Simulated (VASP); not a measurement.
Ru, 2 atoms in the cell. Symmetry: P6_3/mmc, No. 194, hexagonal system. Conventional cell: a = 2.704 Å, b = 2.704 Å, c = 4.275 Å, α = 90.00°, β = 90.00°, γ = 120.00°. Ru (site symmetry -6m2) has 12 Ru at 2.65 to 2.70 Å within 3.5 Å.  This cell differs from its parent crystal: volume 13.534 Å^3 an atom, c/a of the conventional cell 1.5810.

| Item | Value |
| --- | --- |
| Program | VASP 6.6.1 |
| Task | single point |
| Functional | PBEsol |
| Potentials or basis | VASP PAW PBE potentials, release 64 (Ru_pv) |
| Cutoff | 520 eV |
| k mesh | 21 × 21 × 12 |
| Occupations | gaussian, width 0.15 eV |
| Spin | no spin polarisation |
| Dipole correction | no |
| Further INCAR settings | ALGO = Fast; EDIFF = 1e-06; NBANDS = 21 |

Potentials or basis: VASP PAW PBE potentials, release 64 (Ru_pv).

Launch:

```bash
$ cat potpaw_PBE.64/Ru_pv/POTCAR > POTCAR
$ mpirun -np 1 vasp_std > vasp.out
```

Hardware: 1 thread of AMD EPYC 7R43 64-Core Processor (Zen 3), with other jobs on the host.

Estimate the wall time of this run.

It took 2.5 min on 1 thread of AMD EPYC 7R43 64-Core Processor (Zen 3) (shared host), peak memory 0.21 GiB. Counts: scf iterations 13, k points 336.
